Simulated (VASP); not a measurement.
# WS2 in VASP: single point with PBEsol

Aim: the single point of WS2 with PBEsol.

Program: VASP 6.6.1. These are calculated values, not measurements. Logs are shortened: lines on timing, memory, paths and dates and some standing lists are left out, and cuts for length are marked.

## Step 1: The cell of the first run

The cell holds a slab with vacuum, 15 atoms: a = 3.148 Å, b = 6.625 Å, c = 28.051 Å, α = 90.00°, β = 90.00°, γ = 103.74°.

## Step 2: Single point, PBEsol

File INCAR:

```
SYSTEM = WS2
ALGO = Normal
AMIX = 0.1
AMIX_MAG = 0.4
BMIX = 1E-4
BMIX_MAG = 1E-4
DIPOL = 0.5 0.5 0.495
EDIFF = 1E-6
ENCUT = 450
GGA = PS
GGA_COMPAT = .FALSE.
IDIPOL = 3
ISIF = 2
ISMEAR = 0
ISYM = 0
KPAR = 4
LASPH = .TRUE.
LCHARG = .TRUE.
LDIPOL = .TRUE.
LREAL = .FALSE.
LVACPOTAV = .TRUE.
LVHAR = .TRUE.
LWAVE = .FALSE.
NBANDS = 78
NELM = 300
NELMDL = -8
PREC = Accurate
SIGMA = 0.05
```

File KPOINTS:

```
k-points
0
G
  9 4 1
  0 0 0
```

File POSCAR:

```
WS2
1.0
    3.1476068045      0.0000000000      0.0000000000
   -1.5738034023      6.4349390115      0.0000000000
    0.0000000000      0.0000000000     28.0505303909
S W
10 5
Direct
    0.9593311169      0.9186807346      0.2458324277
    0.6730088590      0.3460486827      0.3458843662
    0.4264008678      0.8528410650      0.3642570717
    0.2043701044      0.4087629490      0.4433590522
    0.9633863115      0.9268028557      0.4606569729
    0.7363345488      0.4726964258      0.5395319611
    0.4954907063      0.9910367195      0.5565079663
    0.2722451393      0.5444832464      0.6368577243
    0.0260680354      0.0522177727      0.6546171125
    0.6849846141      0.3695667022      0.7485832310
    0.5261972946      0.0524207713      0.2978987447
    0.0628577163      0.1257442640      0.3881121787
    0.5945477721      0.1891239467      0.4840837325
    0.1265504212      0.2531188854      0.5797299239
    0.6588621353      0.3177262647      0.6739213930
```

Potentials or basis: VASP PAW PBE potentials, release 64 (S, W_sv).

Command:

```
$ cat potpaw_PBE.64/S/POTCAR potpaw_PBE.64/W_sv/POTCAR > POTCAR
$ mpirun -np 4 vasp_std > vasp.out
```

OUTCAR:

```text
SYSTEM = WS2
   AMIX = 0.1
   AMIX_MAG = 0.4
   EDIFF = 1E-6
   ENCUT = 450
   GGA = PS
   ISIF = 2
   ISMEAR = 0
   ISYM = 0
   LASPH = .TRUE.
   LREAL = .FALSE.
   NELM = 300
   NELMDL = -8
   PREC = Accurate

 ion  position               nearest neighbor table
   1  0.959  0.919  0.246-  11 2.31  11 2.31
   2  0.673  0.346  0.346-  11 2.32  12 2.43  12 2.43
   3  0.426  0.853  0.364-  11 2.26  12 2.45  12 2.45
   4  0.204  0.409  0.443-  12 2.39  13 2.40  13 2.40
   5  0.963  0.927  0.461-  13 2.40  13 2.40  12 2.40
   6  0.736  0.473  0.540-  14 2.40  14 2.40  13 2.40
   7  0.495  0.991  0.557-  14 2.40  14 2.40  13 2.40
   8  0.272  0.544  0.637-  15 2.38  15 2.38  14 2.47
   9  0.026  0.052  0.655-  15 2.39  15 2.39  14 2.47
  10  0.685  0.370  0.749-  15 2.12
  11  0.526  0.052  0.298-   3 2.26   1 2.31   1 2.31   2 2.32  12 3.02  12 3.02
  12  0.063  0.126  0.388-   4 2.39   5 2.40   2 2.43   2 2.43   3 2.45   3 2.45  11 3.02  11 3.02
                            13 3.14  13 3.14
  13  0.595  0.189  0.484-   6 2.40   7 2.40   5 2.40   5 2.40   4 2.40   4 2.40  14 3.14  14 3.14
                            12 3.14  12 3.14
  14  0.127  0.253  0.580-   6 2.40   6 2.40   7 2.40   7 2.40   8 2.47   9 2.47  15 3.10  15 3.10
                            13 3.14  13 3.14
  15  0.659  0.318  0.674-  10 2.12   8 2.38   8 2.38   9 2.39   9 2.39  14 3.10  14 3.10

IMPORTANT INFORMATION: All symmetrisations will be switched off!
NOSYMM: (Re-)initialisation of all symmetry stuff for point group C_1.

----------------------------------------------------------------------------------------

                                     Primitive cell

  volume of cell :     568.1539

  direct lattice vectors                    reciprocal lattice vectors
     3.147606805  0.000000000  0.000000000     0.317701690  0.077700814  0.000000000
    -1.573803402  6.434939012  0.000000000     0.000000000  0.155401628  0.000000000
     0.000000000  0.000000000 28.050530391     0.000000000  0.000000000  0.035649950

  length of vectors
     3.147606805  6.624597892 28.050530391     0.327065406  0.155401628  0.035649950

  position of ions in fractional coordinates (direct lattice)
     0.959331117  0.918680735  0.245832428
     0.673008859  0.346048683  0.345884366
     0.426400868  0.852841065  0.364257072
     0.204370104  0.408762949  0.443359052
     0.963386312  0.926802856  0.460656973
     0.736334549  0.472696426  0.539531961
     0.495490706  0.991036720  0.556507966
     0.272245139  0.544483246  0.636857724
     0.026068035  0.052217773  0.654617112
[... 134 lines left out ...]
  Fermi-wavevector in a.u.,A,eV,Ry     =   1.001307  1.892196 13.641417  1.002616
  Thomas-Fermi vector in A             =   2.133721
   LORBIT       =      0    0 simple, 1 ext, 2 COOP (PROOUT), +10 PAW based schemes
   GGA     = PS    functional components
   LHFCALC =     F    Hartree Fock is set to
   AEXX    =    0.0000 exact exchange contribution
   IVDW    =     0    specifies the selected vdW correction
   LEPSILON=     F    determine dielectric tensor
   LRPA    =     F    only Hartree local field effects (RPA)
 non-spin polarized calculation
 Gauss-broadening in eV      SIGMA  =   0.05
  energy-cutoff  :      450.00
  volume of cell :      568.15
 maximum number of plane-waves:     12381
 NGX is ok and might be reduce to    24
   NGX = 11   NGY = 23   NGZ = 97

 dipolmoment           0.000000      0.000000     -0.039997 electrons x Angstroem

 number of electron     129.9999996 magnetization

 dipolmoment           0.000000      0.000000      0.020827 electrons x Angstroem

 Free energy of the ion-electron system (eV)
  ---------------------------------------------------
  ext. energy  EPLUGINS =         0.00000000
  ---------------------------------------------------
  free energy    TOTEN  =      -122.16675019 eV

  energy without entropy =     -122.15772015  energy(sigma->0) =     -122.16223517

 E-fermi :   0.6933     XC(G=0):  -5.8586

 val. band max:        0.6868238531   @ k =   0.3333   0.0000   0.0000
 cond. band min:       0.7035106179   @ k =   0.2222   0.0000   0.0000
 fundamental gap:      0.0166867648
 Fermi energy:         0.6933315550

 k-point     1 :       0.0000    0.0000    0.0000
  band No.  band energies     occupation
      1     -73.9020      2.00000
      2     -73.8872      2.00000
      3     -73.8674      2.00000
      4     -73.8103      2.00000
      5     -73.7324      2.00000
      6     -38.3369      2.00000
[... 1509 lines left out ...]
     76       3.4659      0.00000
     77       3.5804      0.00000
 [bands above 77 left out]

------------------------ aborting loop because EDIFF is reached ----------------------------------------

  FORCE on cell =-STRESS in cart. coord.  units (eV):
  Direction    XX          YY          ZZ          XY          YZ          ZX
  --------------------------------------------------------------------------------------
  -------------------------------------------------------------------------------------
  Total       -2.5922397      0.2165792      0.2025193     -0.0011245      0.0147373     -0.0033901
  in kB       -7.3100400      0.6107471      0.5710985     -0.0031711      0.0415589     -0.0095599
  external PRESSURE =      -2.0427314 kB  Pullay stress =       0.0000000 kB

 VOLUME and BASIS-vectors are now :
 -----------------------------------------------------------------------------
  energy-cutoff  :      450.00
  volume of cell :      568.15
      direct lattice vectors                 reciprocal lattice vectors
     3.147606805  0.000000000  0.000000000     0.317701690  0.077700814  0.000000000
    -1.573803402  6.434939012  0.000000000     0.000000000  0.155401628  0.000000000
     0.000000000  0.000000000 28.050530391     0.000000000  0.000000000  0.035649950

 POSITION                                       TOTAL-FORCE (eV/Angst)
 -----------------------------------------------------------------------------------
      1.57377      5.91165      6.89573         0.000033     -0.011063     -0.015495
      1.57375      2.22680      9.70224         0.000177      0.021818      0.003463
     -0.00006      5.48798     10.21760         0.000022     -0.021448      0.008941
     -0.00004      2.63036     12.43646        -0.000178      0.020560     -0.002093
      1.57376      5.96392     12.92167         0.000153     -0.021079      0.004168
      1.57376      3.04177     15.13416         0.000052      0.023727     -0.005122
     -0.00009      6.37726     15.61034        -0.000128     -0.022517      0.007005
      0.00001      3.50372     17.86420        -0.000049      0.020125     -0.001145
     -0.00013      0.33602     18.36236         0.000230     -0.025885      0.008382
      1.57444      2.37814     20.99816        -0.000019      0.000350      0.004036
      1.57376      0.33732      8.35622        -0.000031      0.008002     -0.018557
     -0.00005      0.80916     10.88675        -0.000009      0.002968      0.004879
      1.57376      1.21700     13.57881        -0.000073     -0.000651      0.000837
     -0.00003      1.62880     16.26173        -0.000016      0.001015      0.002838
      1.57380      2.04455     18.90385        -0.000163      0.004077     -0.002137
 -----------------------------------------------------------------------------------
    total drift:                                0.000259     -0.000910     -0.000413

  FREE ENERGIE OF THE ION-ELECTRON SYSTEM (eV)
  ---------------------------------------------------
  free  energy   TOTEN  =      -122.1667501880 eV

  energy  without entropy=     -122.1577201463  energy(sigma->0) =     -122.16223517

 vacuum level on the upper side and lower side of the slab         6.043         5.854
```

Run time: 11 min. Hardware: 4 MPI ranks of Intel Xeon Platinum 8488C (Sapphire Rapids), shared host; peak memory 0.81 GiB.

Results:

```
Free energy            : -122.1668 eV
Largest force          : 0.027 eV/Å
Band gap on the k mesh : zero (bands 65 and 66 overlap by 0.62 eV)
```

Forces in eV/Å, atoms in the order of the input:
```
S    0.000 -0.011 -0.015
S    0.000  0.022  0.003
S    0.000 -0.021  0.009
S    0.000  0.021 -0.002
S    0.000 -0.021  0.004
S    0.000  0.024 -0.005
S    0.000 -0.023  0.007
S    0.000  0.020 -0.001
S    0.000 -0.026  0.008
S    0.000  0.000  0.004
W    0.000  0.008 -0.019
W    0.000  0.003  0.005
W    0.000 -0.001  0.001
W    0.000  0.001  0.003
W    0.000  0.004 -0.002
```

Caveat: the PAW data sets were made with another functional, which shifts forces and pressure a little; spin-orbit coupling is left out, which moves the levels of the heavy elements.
